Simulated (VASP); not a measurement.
Crystal: Rb.

```
CELL_PARAMETERS angstrom
4.99157 0.00000 0.00000
-2.00353 4.57183 0.00000
-1.49402 -2.28592 4.17831
ATOMIC_POSITIONS crystal
Rb 0.00000 0.00000 0.00000
```

```yaml
Program: VASP 6.6.1
Task: relaxation of cell and atoms
Functional: BLYP
Dispersion: D3(BJ)
Potentials_or_basis: VASP PAW PBE potentials, release 64 (Rb_sv)
Cutoff: 600 eV
k_mesh: 5 × 5 × 5
Occupations: gaussian, width 0.1 eV
Spin: no spin polarisation
```

At the start: pressure -0.4 GPa; volume 95.35 Å³/atom.

Question: Where does the relaxation end?

Answer: Over 5 steps the energy falls by 24.5 meV/atom and the volume is 79.89 Å³/atom (-16.2 %); space group I4/mmm (No. 139, to 0.05 Å).

The path:
| step | energy change (eV) | largest force (eV/Å) | pressure (GPa) | volume (Å³) |
| --- | --- | --- | --- | --- |
| 1 | 0.0000 | 0.0000 | -0.44 | 95.35 |
| 2 | -0.0091 | 0.0000 | -0.37 | 91.78 |
| 3 | -0.0241 | 0.0000 | -0.07 | 81.59 |
| 4 | -0.0244 | 0.0000 | 0.01 | 79.59 |
| 5 | -0.0245 | 0.0000 | 0.00 | 79.89 |

Final structure:
```
CELL_PARAMETERS angstrom
4.70783 -0.02705 0.00000
-1.91442 4.30109 0.00000
-1.39671 -2.13702 3.95560
ATOMIC_POSITIONS crystal
Rb 0.00000 0.00000 0.00000
```

Caveat: the volume moved by over 15 % at a fixed basis, so the end points are rough; the PAW data sets were made with another functional, which shifts forces and pressure a little; pairwise dispersion overbinds metals, which lowers pressure and volume.
